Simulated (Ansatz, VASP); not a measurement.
## Two plane-wave programs on NiO

```
CELL_PARAMETERS angstrom
0.00000 1.74248 4.92683
-1.50903 -0.87124 4.92683
1.50903 -0.87124 4.92683
ATOMIC_POSITIONS crystal
Ni 0.50000 0.50000 0.50000
Ni 0.00000 0.00000 0.00000
O 0.25000 0.25000 0.25000
O 0.75000 0.75000 0.75000
```

Alike in both runs: task single point; functional PBE; k mesh 5 × 5 × 5; occupations gaussian, width 0.05 eV; collinear spin; Hubbard terms Ni d U = 6.2 eV.

```csv
,VASP,Ansatz
version,VASP 6.6.1,Ansatz 0.2.0
potentials or method,"VASP PAW PBE potentials, release 64 (Ni_sv_GW, O), cutoff 700 eV","scalar-relativistic, plane waves, PAW"
valence electrons in the cell,48,48
```

Ansatz gave:

| Property | Result |
| --- | --- |
| gap on the k mesh at the Fermi level (eV) | 2.73 |
| least direct gap on the mesh (eV) | 3.44 |
| pressure (GPa) | -2.1 |
| net moment per atom (μB) | 0.00 |
| size of the moment on the site where the two differ most (μB) | 1.69 |

Question: Which values does VASP return?

Answer: gap on the k mesh at the Fermi level (eV): 2.77; least direct gap on the mesh (eV): 3.39; pressure (GPa): -4.2; net moment per atom (μB): 0.00; size of the moment on the site where the two differ most (μB): 1.75.

Site moments also hang on the region over which each program counts them. The programs project onto different local orbitals, so the same U acts differently, and such runs can settle in different states.

The k mesh is coarse, so the values compare programs but aren't converged.
